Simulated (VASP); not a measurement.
Here is a VASP 6.6.1 calculation.

File INCAR:

```
  PREC = Accurate
  ENCUT = 520
  EDIFF = 1E-6
  ISMEAR = 0
  SIGMA = 0.1
  LREAL = F
  LASPH = T
  NELM = 100
  ALGO = Normal
  ISIF = 2
  LWAVE = F
  LCHARG = F
  GGA = PE
  NBANDS = 39
```

KPOINTS

```
Automatic mesh
0
Gamma
  12 12 4
```

File POSCAR:

```
Cd2S
1.0
    4.1754357004      0.0000000000      0.0000000000
   -2.0877178502      3.6160333884      0.0000000000
    0.0000000000      0.0000000000     10.7091762266
Cd S
4 2
Direct
    0.3333333333      0.6666666667      0.3317086370
    0.3333333333      0.6666666667      0.8585158637
    0.6666666667      0.3333333333      0.6701711297
    0.0000000000      0.0000000000      0.0077845426
    0.0000000000      0.0000000000      0.2492258838
    0.3333333333      0.6666666667      0.5735939433
```

Potentials or basis: VASP PAW PBE potentials, release 64 (Cd, S).

The run is started by

```bash
$ cat potpaw_PBE.64/Cd/POTCAR potpaw_PBE.64/S/POTCAR > POTCAR
$ mpirun -np 1 vasp_std > vasp.out
```

(1) What does it give for the pressure?

(2) What does it give for the largest force?

Results:

(1) 0.2 GPa.

(2) 0.018 eV/Å.
